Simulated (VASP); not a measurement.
# TePbI6 (P1) in VASP: relaxation of cell and atoms with PBEsol

Aim: the relaxation of cell and atoms of TePbI6 with PBEsol.

Program: VASP 6.6.1. These are calculated values, not measurements. Logs are shortened: lines on timing, memory, paths and dates and some standing lists are left out, and cuts for length are marked.

### 1 The cell of the first run

The typed cell holds 8 atoms: a = 8.066 Å, b = 8.063 Å, c = 8.078 Å, α = 53.72°, β = 54.69°, γ = 54.40°.

### 2 Relaxation of cell and atoms, PBEsol

INCAR reads:

```
PREC = Accurate
ENCUT = 600
EDIFF = 1E-6
ISMEAR = -1
SIGMA = 0.05
LREAL = False
LASPH = True
NELM = 100
ALGO = Normal
ISIF = 3
LWAVE = False
LCHARG = False
GGA = PS
IBRION = 2
NSW = 100
EDIFFG = -0.01
KPAR = 4
```

KPOINTS reads:

```
regular mesh
0
Gamma
  4 4 4
```

POSCAR reads:

```
TePbI6
1.0
    3.6878272540      2.1446777572      6.8456573893
   -3.6843348139      2.0741743068      6.8656141087
   -0.0593115591     -4.2541451123      6.8665633789
Te Pb I
1 1 6
Direct
    0.4904017154      0.5011632795      0.4842642623
    0.0166550304     -0.0292850202     -0.0141364304
    0.5364646942      0.8977935896      0.2996499353
    0.9342712577      0.2710148230      0.5344495604
    0.7717902776      0.4509069187      0.0516761605
    0.0667460996      0.7330044781      0.4738715303
    0.4521636910      0.0925306603      0.7298750838
    0.3150815012      0.5537062758      0.8961364628
```

Potentials or basis: VASP PAW PBE potentials, release 64 (Te, Pb_d, I).

Started as:

```bash
$ cat potpaw_PBE.64/Te/POTCAR potpaw_PBE.64/Pb_d/POTCAR potpaw_PBE.64/I/POTCAR > POTCAR
$ mpirun -np 4 vasp_std > vasp.out
```

OUTCAR:

```text
PREC = Accurate
   ENCUT = 600
   EDIFF = 1E-6
   ISMEAR = -1
   LREAL = False
   LASPH = True
   NELM = 100
   ISIF = 3
   GGA = PS
   IBRION = 2
   NSW = 100
   EDIFFG = -0.01

 ion  position               nearest neighbor table
   1  0.490  0.501  0.484-   7 2.76   3 2.77   6 2.81   8 2.96   5 2.99   4 3.08
   2  0.017  0.971  0.986-   8 3.01   4 3.18   7 3.29   3 3.36   6 3.37   5 3.39
   3  0.536  0.898  0.300-   1 2.77   2 3.36
   4  0.934  0.271  0.534-   1 3.08   2 3.18
   5  0.772  0.451  0.052-   1 2.99   2 3.39
   6  0.067  0.733  0.474-   1 2.81   2 3.37
   7  0.452  0.093  0.730-   1 2.76   2 3.29
   8  0.315  0.554  0.896-   1 2.96   2 3.01

  LATTYP: Found a triclinic cell.
 ALAT       =    13.0825165597
 B/A-ratio  =     0.5574645516
 C/A-ratio  =     0.6165593291
 COS(alpha) =     0.0033530329
 COS(beta)  =     0.3606534106
 COS(gamma) =     0.8349507383

  Lattice vectors:

 A1 = (   7.3093580687,  -8.4024937259,  -6.8646648385)
 A2 = (   3.6250232548,  -6.3283194191,   0.0009492702)
 A3 = (  -3.6878272540,  -2.1446777572,  -6.8456573893)

Analysis of symmetry for initial positions (statically):
=====================================================================
 Subroutine PRICEL returns:
 Original cell was already a primitive cell.

 Routine SETGRP: Setting up the symmetry group for a
 triclinic supercell.

 Subroutine GETGRP returns: Found  1 space group operations
 (whereof  1 operations were pure point group operations)
 out of a pool of  2 trial point group operations.

The static configuration has the point symmetry C_1 .

Analysis of symmetry for dynamics (positions and initial velocities):
=====================================================================
 Subroutine PRICEL returns:
 Original cell was already a primitive cell.

 Routine SETGRP: Setting up the symmetry group for a
 triclinic supercell.

 Subroutine GETGRP returns: Found  1 space group operations
 (whereof  1 operations were pure point group operations)
 out of a pool of  2 trial point group operations.

The dynamic configuration has the point symmetry C_1 .

 Subroutine INISYM returns: Found  1 space group operations
 (whereof  1 operations are pure point group operations),
 and found     1 'primitive' translations

----------------------------------------------------------------------------------------

                                     Primitive cell

  volume of cell :     321.7584

  direct lattice vectors                    reciprocal lattice vectors
     3.687827254  2.144677757  6.845657389     0.135038481  0.077360861  0.049094962
    -3.684334814  2.074174307  6.865614109    -0.136279218  0.079962869  0.048363453
    -0.059311559 -4.254145112  6.866563379     0.001633036 -0.157077142  0.048331004

  length of vectors
     8.066147632  8.063075044  8.077806703     0.163188264  0.165242577  0.164352612

  position of ions in fractional coordinates (direct lattice)
     0.490401715  0.501163279  0.484264262
     0.016655030  0.970714980  0.985863570
     0.536464694  0.897793590  0.299649935
     0.934271258  0.271014823  0.534449560
     0.771790278  0.450906919  0.051676161
     0.066746100  0.733004478  0.473871530
     0.452163691  0.092530660  0.729875084
     0.315081501  0.553706276  0.896136463

  ion indices of the primitive-cell ions
   primitive index   ion index
                 1           1
                 2           2
                 3           3
                 4           4
                 5           5
                 6           6
                 7           7
                 8           8

----------------------------------------------------------------------------------------

 KPOINTS: regular mesh

Automatic generation of k-mesh.
 Grid dimensions read from file:
 generate k-points for:    4    4    4

 Generating k-lattice:

  Cartesian coordinates                     Fractional coordinates (reciprocal lattice)
     0.033759620  0.019340215  0.012273741     0.250000000  0.000000000  0.000000000
    -0.034069805  0.019990717  0.012090863     0.000000000  0.250000000  0.000000000
     0.000408259 -0.039269285  0.012082751    -0.000000000 -0.000000000  0.250000000

  Length of vectors
     0.040797066  0.041310644  0.041088153

  Shift w.r.t. Gamma in fractional coordinates (k-lattice)
     0.000000000  0.000000000  0.000000000

 Subroutine IBZKPT returns following result:
 ===========================================

 Found     36 irreducible k-points:

 Following reciprocal coordinates:
            Coordinates               Weight
  0.000000  0.000000  0.000000      1.000000
  0.250000 -0.000000 -0.000000      2.000000
  0.500000 -0.000000 -0.000000      1.000000
  0.000000  0.250000  0.000000      2.000000
  0.250000  0.250000  0.000000      2.000000
  0.500000  0.250000 -0.000000      2.000000
[... 16 lines left out ...]
 -0.000000 -0.250000  0.250000      2.000000
  0.250000 -0.250000  0.250000      2.000000
 [... further k-points ...]
   k-points           NKPTS =     36   k-points in BZ     NKDIM =     36   number of bands    NBANDS=     37
   number of dos      NEDOS =    301   number of ions     NIONS =      8
   total plane-waves  NPLWV = 286720
   dimension x,y,z NGX =    64 NGY =   64 NGZ =   70
   dimension x,y,z NGXF=   128 NGYF=  128 NGZF=  140
   ions per type =               1   1   6
   NGX,Y,Z   is equivalent  to a cutoff of  13.19, 13.20, 14.41 a.u.
   NGXF,Y,Z  is equivalent  to a cutoff of  26.38, 26.39, 28.81 a.u.
 SYSTEM =  unknown system
   PREC   = accura    normal or accurate (medium, high low for compatibility)
   ISTART =      0    job   : 0-new  1-cont  2-samecut
   ICHARG =      2    charge: 1-file 2-atom 10-const
   ISPIN  =      1    spin polarized calculation?
   LNONCOLLINEAR =      F non collinear calculations
   LSORBIT =      F    spin-orbit coupling
   LASPH  =      T    aspherical Exc in radial PAW
   ENCUT  =  600.0 eV  44.10 Ry    6.64 a.u.  16.11 16.10 16.13*2*pi/ulx,y,z
   NELM   =    100;   NELMIN=  2; NELMDL= -5     # of ELM steps
   EDIFF  = 0.1E-05   stopping-criterion for ELM
   LREAL  =      F    real-space projection
   EDIFFG = -.1E-01   stopping-criterion for IOM
   NSW    =    100    number of steps for IOM
   IBRION =      2    ionic relax: 0-MD 1-quasi-New 2-CG
   NFREE  =      1    steps in history (QN), initial steepest desc. (CG)
   ISIF   =      3    stress and relaxation
   ISYM   =      2    0-nonsym 1-usesym 2-fastsym
   POTIM  = 0.5000    time-step for ionic-motion
   TEBEG  =    0.0;   TEEND  =   0.0 temperature during run
   PSTRESS=    0.0 pullay stress
   NELECT =      62.0000    total number of electrons
   NUPDOWN=      -1.0000    fix difference up-down
   EMIN   =  10.00;   EMAX   =-10.00  energy-range for DOS
   EFERMI =   0.00;   METHOD = LEGACY
   ISMEAR =    -1;   SIGMA  =   0.05  broadening in eV -4-tet -1-fermi 0-gaus
   EFERMI_NEDOS =   21; number of points for ismear=-14 and -15
   IALGO  =     38    algorithm
   IMIX   =      4    mixing-type and parameters
     AMIX     =   0.40;   BMIX     =  1.00
     AMIX_MAG =   1.60;   BMIX_MAG =  1.00
  volume/ion in A,a.u.               =      40.22       271.42
  Fermi-wavevector in a.u.,A,eV,Ry     =   0.945574  1.786875 12.165102  0.894110
  Thomas-Fermi vector in A             =   2.073488
   LORBIT       =      0    0 simple, 1 ext, 2 COOP (PROOUT), +10 PAW based schemes
   GGA     = PS    functional components
   LHFCALC =     F    Hartree Fock is set to
   AEXX    =    0.0000 exact exchange contribution
   IVDW    =     0    specifies the selected vdW correction
   LEPSILON=     F    determine dielectric tensor
   LRPA    =     F    only Hartree local field effects (RPA)
 conjugate gradient relaxation of ions
 non-spin polarized calculation
  energy-cutoff  :      600.00
  volume of cell :      321.76
 maximum number of plane-waves:     10763
   NGX = 33   NGY = 33   NGZ = 33

--------------------------------------- Ionic step        1  -------------------------------------------

 number of electron      61.9999998 magnetization

 Free energy of the ion-electron system (eV)
  ---------------------------------------------------
  ext. energy  EPLUGINS =         0.00000000
  ---------------------------------------------------
  free energy    TOTEN  =       -19.57751865 eV

  energy without entropy =      -19.57751334  energy(sigma->0) =      -19.57751600

------------------------ aborting loop because EDIFF is reached ----------------------------------------

  FORCE on cell =-STRESS in cart. coord.  units (eV):
  Direction    XX          YY          ZZ          XY          YZ          ZX
  --------------------------------------------------------------------------------------
  -------------------------------------------------------------------------------------
  Total        2.1979545      2.8944497      2.2134571     -2.4682193      2.3735314     -1.8613351
  in kB       10.9445866     14.4127437     11.0217807    -12.2903546     11.8188616     -9.2684101
  external PRESSURE =      12.1263703 kB  Pullay stress =       0.0000000 kB
[... 107 lines left out ...]
  FREE ENERGIE OF THE ION-ELECTRON SYSTEM (eV)
  ---------------------------------------------------
  free  energy   TOTEN  =       -19.8371363459 eV

  energy  without entropy=      -19.8371340735  energy(sigma->0) =      -19.83713521

[... ionic steps 4 to 26 ...]

--------------------------------------- Ionic step       27  -------------------------------------------

 number of electron      62.0000001 magnetization

------------------------ aborting loop because EDIFF is reached ----------------------------------------

  FORCE on cell =-STRESS in cart. coord.  units (eV):
  Direction    XX          YY          ZZ          XY          YZ          ZX
  --------------------------------------------------------------------------------------
  -------------------------------------------------------------------------------------
  Total        0.0531871     -0.0010814      0.0196168     -0.0195508      0.0413039      0.0113991
  in kB        0.2629226     -0.0053457      0.0969729     -0.0966466      0.2041797      0.0563498
  external PRESSURE =       0.1181833 kB  Pullay stress =       0.0000000 kB
[... 69 lines left out ...]
  energy  without entropy=      -20.0215269743  energy(sigma->0) =      -20.02153195

--------------------------------------- Ionic step       29  -------------------------------------------

 number of electron      62.0000001 magnetization

 Free energy of the ion-electron system (eV)
  ---------------------------------------------------
  ext. energy  EPLUGINS =         0.00000000
  ---------------------------------------------------
  free energy    TOTEN  =       -20.02164810 eV

  energy without entropy =      -20.02163800  energy(sigma->0) =      -20.02164305

 E-fermi :   3.4814     XC(G=0):  -8.4196

 val. band max:        3.0786811215   @ k =   0.0000   0.0000   0.0000
 cond. band min:       3.9449951048   @ k =   0.5000   0.5000   0.0000
 fundamental gap:      0.8663139832
 Fermi energy:         3.4814146784

 k-point     1 :       0.0000    0.0000    0.0000
  band No.  band energies     occupation
      1     -13.4549      2.00000
      2     -13.4543      2.00000
      3     -13.4089      2.00000
      4     -13.4085      2.00000
      5     -13.4043      2.00000
      6     -10.5328      2.00000
[... 949 lines left out ...]
     36       6.5526      0.00000
     37       6.6549      0.00000

 [... further k-points ...]
[... 5 lines left out ...]
  --------------------------------------------------------------------------------------
  -------------------------------------------------------------------------------------
  Total        0.0191336      0.0113200      0.0106942     -0.0078796      0.0057441     -0.0050927
  in kB        0.0945914      0.0559630      0.0528691     -0.0389545      0.0283973     -0.0251767
  external PRESSURE =       0.0678078 kB  Pullay stress =       0.0000000 kB
[... 23 lines left out ...]
  FREE ENERGIE OF THE ION-ELECTRON SYSTEM (eV)
  ---------------------------------------------------
  free  energy   TOTEN  =       -20.0216480973 eV

  energy  without entropy=      -20.0216379952  energy(sigma->0) =      -20.02164305

 reached required accuracy - stopping structural energy minimisation
```

Run time: 31 min. Hardware: 4 MPI ranks of Intel Xeon 6975P-C (Granite Rapids), shared host; peak memory 1.1 GiB.

Results:

```
Free energy                           : -20.0216 eV
Relaxed volume                        : 40.51 Å³/atom
Relaxed cell                          : a = 8.093 Å, b = 8.085 Å, c = 8.090 Å, α = 54.23°, β = 54.25°, γ = 54.27°
Space group after relaxing (to 0.1 Å) : R-3 (No. 148)
Energy gained by relaxing             : 55.5 meV/atom
Ionic steps                           : 29
Pressure after relaxing               : 0.0 GPa
Largest force after relaxing          : 0.007 eV/Å
Band gap on the k mesh                : 0.87 eV (least direct gap 1.01 eV)
```

Forces in eV/Å, atoms in the order of the input:
```
Te   0.001  0.006  0.003
Pb   0.005  0.004 -0.003
I    0.000 -0.001  0.003
I    0.002  0.001  0.002
I   -0.002 -0.003 -0.006
I   -0.005  0.000  0.001
I   -0.001 -0.002  0.003
I    0.000 -0.005 -0.005
```

The path:
```csv
step,energy change (eV),largest force (eV/Å),pressure (GPa),volume (Å³)
1,0.0000,1.5269,1.21,321.76
2,-0.2596,0.4749,-0.72,335.96
3,-0.2596,0.4793,-0.70,335.76
4,-0.3177,0.3005,-0.21,328.90
5,-0.3365,0.3285,0.34,322.34
6,-0.3681,0.2026,0.15,323.07
7,-0.3791,0.2584,-0.01,323.82
8,-0.3952,0.2099,-0.04,323.91
9,-0.4165,0.1736,-0.07,324.15
10,-0.4259,0.1164,0.18,322.23
11,-0.4264,0.1009,0.25,321.73
12,-0.4327,0.0829,0.04,324.22
13,-0.4339,0.0874,-0.08,325.82
14,-0.4366,0.0708,-0.04,325.44
15,-0.4372,0.0858,-0.01,325.16
16,-0.4395,0.0646,0.00,324.75
17,-0.4413,0.0705,0.07,323.51
18,-0.4416,0.0500,0.06,323.85
19,-0.4423,0.0395,-0.09,325.24
20,-0.4423,0.0353,-0.06,324.94
21,-0.4431,0.0363,0.00,324.33
22,-0.4431,0.0454,0.01,324.22
23,-0.4435,0.0278,0.02,324.15
24,-0.4437,0.0249,0.03,324.10
25,-0.4439,0.0156,-0.04,324.79
26,-0.4439,0.0116,-0.03,324.62
27,-0.4440,0.0175,0.01,324.11
28,-0.4440,0.0160,0.01,324.20
29,-0.4441,0.0069,0.01,324.08
```

Final structure:
```cif
data_structure
_symmetry_space_group_name_H-M 'P 1'
_symmetry_Int_Tables_number 1
_cell_length_a 8.0928
_cell_length_b 8.0851
_cell_length_c 8.0901
_cell_angle_alpha 54.231
_cell_angle_beta 54.251
_cell_angle_gamma 54.270
_cell_volume 324.08
loop_
_atom_site_label
_atom_site_type_symbol
_atom_site_fract_x
_atom_site_fract_y
_atom_site_fract_z
_atom_site_occupancy
Te1 Te 0.51020 0.49535 0.49567 1
Pb1 Pb 0.00726 0.99819 0.99612 1
I1 I 0.55605 0.92323 0.26130 1
I2 I 0.93611 0.26282 0.54223 1
I3 I 0.74539 0.45049 0.06773 1
I4 I 0.08484 0.72582 0.44768 1
I5 I 0.46218 0.07014 0.72527 1
I6 I 0.28155 0.54480 0.91980 1
```

Levels at points of the mesh, in eV from the valence-band top:
```tsv
k point	band 27	band 28	band 29	band 30	band 31	band 32	band 33	band 34	band 35	band 36
(0.00, 0.00, 0.00)	-0.67	-0.49	-0.49	-0.37	0.00	1.01	1.12	1.13	3.41	3.96
(0.50, 0.00, 0.00)	-1.08	-0.73	-0.64	-0.61	-0.50	1.39	1.76	1.97	2.98	3.18
(0.00, 0.50, 0.00)	-1.08	-0.73	-0.64	-0.61	-0.51	1.39	1.76	1.97	2.98	3.18
(0.50, 0.50, 0.00)	-0.97	-0.89	-0.77	-0.64	-0.34	0.87	1.41	1.61	3.51	3.64
(0.00, 0.00, 0.50)	-1.07	-0.73	-0.64	-0.61	-0.51	1.39	1.76	1.97	2.98	3.18
(0.50, 0.00, 0.50)	-0.97	-0.89	-0.78	-0.64	-0.34	0.87	1.41	1.61	3.51	3.64
(0.00, 0.50, 0.50)	-0.98	-0.89	-0.78	-0.64	-0.34	0.87	1.41	1.61	3.51	3.64
(0.50, 0.50, 0.50)	-1.20	-0.69	-0.69	-0.69	-0.68	1.63	1.63	1.91	3.22	3.23
```

Caveat: the PAW data sets were made with another functional, which shifts forces and pressure a little; spin-orbit coupling is left out, which moves the levels of the heavy elements. A k mesh can miss the band edges.
